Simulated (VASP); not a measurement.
## KCl: single point with PBEsol

Crystal: KCl.

```xyz
2
Lattice="3.8392 0.0000 0.0000 0.0000 3.8392 0.0000 0.0000 0.0000 3.8392" Properties=species:S:1:pos:R:3 pbc="T T T"
K     0.0000    0.0000    0.0000
Cl    1.8489    1.8489    1.8196
```

This cell differs from its parent crystal: atom 2 (Cl) moved by (-0.100, -0.100) A along [1 1 0] and z.

```yaml
Program: VASP 6.6.1
Task: single point
Functional: PBEsol
Potentials_or_basis: VASP PAW PBE potentials, release 64 (K_sv, Cl)
Cutoff: 520 eV
k_mesh: 6 × 6 × 6
Occupations: gaussian, width 0.05 eV
Spin: no spin polarisation
```

```yaml
Pressure: -1.3 GPa
Largest_force: 0.076 eV/Å
Band_gap_on_the_k_mesh: 4.63 eV (least direct gap 4.83 eV)
```

Forces on the atoms (eV/Å):
```
K   -0.038 -0.038 -0.053
Cl   0.038  0.038  0.053
```

Stress tensor (GPa, compression positive):
```
-1.31  0.06  0.08
 0.06 -1.31  0.08
 0.08  0.08 -1.31
```

Levels at points of the mesh, in eV from the valence-band top:
```tsv
k point	band 5	band 6	band 7	band 8	band 9	band 10	band 11	band 12
(0.00, 0.00, 0.00)	-11.32	-0.21	-0.21	-0.20	4.63	6.47	6.48	10.63
(0.50, 0.00, 0.00)	-11.18	-1.80	-0.21	-0.21	7.52	7.81	8.13	9.79
(0.00, 0.00, 0.50)	-11.19	-1.80	-0.21	-0.21	7.52	7.81	8.14	9.85
(0.50, 0.50, 0.00)	-11.27	-1.21	-1.21	0.00	6.07	7.18	8.89	8.90
(0.00, 0.50, 0.50)	-11.27	-1.21	-1.21	0.00	6.06	7.17	8.89	8.90
(0.50, 0.50, 0.50)	-11.50	-1.33	-1.33	-1.33	8.57	8.62	8.64	9.86
```

Wall time 22 s on 1 thread of Intel(R) Xeon(R) 6975P-C (Granite Rapids) (shared host), peak memory 0.2 GiB.

Caveat: the cell differs from its parent crystal (atom 2 (Cl) moved by (-0.100, -0.100) A along [1 1 0] and z); the PAW data sets were made with another functional, which shifts forces and pressure a little. A k mesh can miss the band edges.
